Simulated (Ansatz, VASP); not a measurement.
One calculation of KMgF3, two programs

File INCAR:

```
ALGO = Normal
EDIFF = 1E-7
ENCUT = 520
GGA = PE
ISIF = 2
ISMEAR = 0
LASPH = T
LCHARG = T
LELF = T
LREAL = F
LVHAR = T
LWAVE = F
NBANDS = 24
NELM = 60
PREC = Accurate
SIGMA = 0.01
```

The input KPOINTS:

```
k-points
0
Gamma
  6 6 6
```

The input POSCAR:

```
KMgF3
1.0
    3.6396925474      0.0000000000      0.0000000000
    0.0000000000      3.6396925474      0.0000000000
    0.0000000000      0.0000000000      3.6396925474
K Mg F
1 1 3
Direct
    0.5000000000      0.5000000000      0.5000000000
    0.0000000000      0.0000000000      0.0000000000
    0.5000000000      0.0000000000      0.0000000000
    0.0000000000      0.5000000000      0.0000000000
    0.0000000000      0.0000000000      0.5000000000
```

Input for Ansatz:

```yaml
crystal:
  lattice:
    - [3.6396925474, 0.0, 0.0]
    - [0.0, 3.6396925474, 0.0]
    - [0.0, 0.0, 3.6396925474]
  atoms:
    - { symbol: K, position: [0.5, 0.5, 0.5] }
    - { symbol: Mg, position: [0.0, 0.0, 0.0] }
    - { symbol: F, position: [0.5, 0.0, 0.0] }
    - { symbol: F, position: [0.0, 0.5, 0.0] }
    - { symbol: F, position: [0.0, 0.0, 0.5] }
scf:
  occupations: { method: fixed }
output:
  forces: true
  stress: true
  eigenvalues: true
hamiltonian:
  xc: pbe
basis:
  ecutwfc: 560
kpoints:
  mp_grid: { grid: [6, 6, 6] }
```

Alike in both runs: task single point; functional PBE; k mesh 6 × 6 × 6; no spin polarisation.

```csv
,VASP,Ansatz
version,VASP 6.6.1,Ansatz 0.2.0
potentials or method,"VASP PAW PBE potentials, release 64 (K_sv, Mg, F), cutoff 520 eV","scalar-relativistic, plane waves, PAW"
occupations,"gaussian, width 0.01 eV",fixed
valence electrons in the cell,32,40
```

|  | VASP | Ansatz | Ansatz less VASP |
| --- | --- | --- | --- |
| gap on the k mesh at the Fermi level (eV) | 9.75 | 9.77 | +0.026 |
| least direct gap on the mesh (eV) | 10.03 | 10.05 | +0.022 |

VASP's potentials hold 32 valence electrons a cell and Ansatz's 40, so a difference there can come from the potentials and not from the codes.
